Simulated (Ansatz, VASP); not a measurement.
## Two plane-wave programs on Al3H2

```xyz
5
Lattice="2.8329 0.0000 0.0000 -1.4164 2.4533 0.0000 0.0000 0.0000 11.7230" Properties=species:S:1:pos:R:3 pbc="T T T"
Al    1.4164    0.8178    9.4119
Al    0.0000    1.6356    2.3111
Al    0.0000    0.0000    0.0000
H     0.0000    0.0000    5.4861
H     0.0000    0.0000    6.2368
```

Alike in both runs: functional PBE; k mesh 12 × 12 × 4; occupations gaussian, width 0.1 eV; no spin polarisation.

Ansatz relaxed the structure, and its values are those at the end. VASP's run is a single point on that final structure, the one shown.

|  | VASP | Ansatz |
| --- | --- | --- |
| version | VASP 6.6.1 | Ansatz 0.2.0 |
| potentials or method | VASP PAW PBE potentials, release 64 (Al, H), cutoff 520 eV | scalar-relativistic, plane waves, PAW |
| valence electrons in the cell | 11 | 11 |

```csv
,VASP,Ansatz,Ansatz less VASP
gap on the k mesh at the Fermi level (eV),none,none,-
pressure (GPa),-0.1,0.0,+0.08
rms of the force components (eV/Å),0.004,0.000,-0.0039
```

A gap of «none» marks a metal or a gap that the smearing closes.
